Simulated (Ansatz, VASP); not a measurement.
Bi: VASP beside Ansatz

```
Bi
1.0
     3.45826    0.00000    0.00000
    -1.72913    2.99494    0.00000
     0.00000    0.00000   11.58437
Bi
4
Direct
  0.00000 0.00000 0.00000
  0.00000 0.00000 0.50000
  0.33333 0.66667 0.25000
  0.66667 0.33333 0.75000
```

Alike in both runs: task single point; functional RPBE; k mesh 12 × 12 × 3; occupations fermi-dirac, width 0.1 eV; no spin polarisation.

|  | VASP | Ansatz |
| --- | --- | --- |
| version | VASP 6.6.1 | Ansatz 0.2.0 |
| potentials or method | VASP PAW PBE potentials, release 64 (Bi_d), cutoff 520 eV | plane waves (420 eV) with PAW, scalar-relativistic |
| valence electrons in the cell | 60 | 60 |

|  | VASP | Ansatz | Ansatz less VASP |
| --- | --- | --- | --- |
| pressure (GPa) | 4.6 | 4.7 | +0.06 |
| traceless stress, the component that is largest in VASP (GPa) | -0.11 | -0.11 | 0.000 |

VASP's potentials were made for PBE, not for RPBE. With one functional, cell and mesh, what is left measures potentials, basis and numerics.

Neither program's run includes spin-orbit coupling.
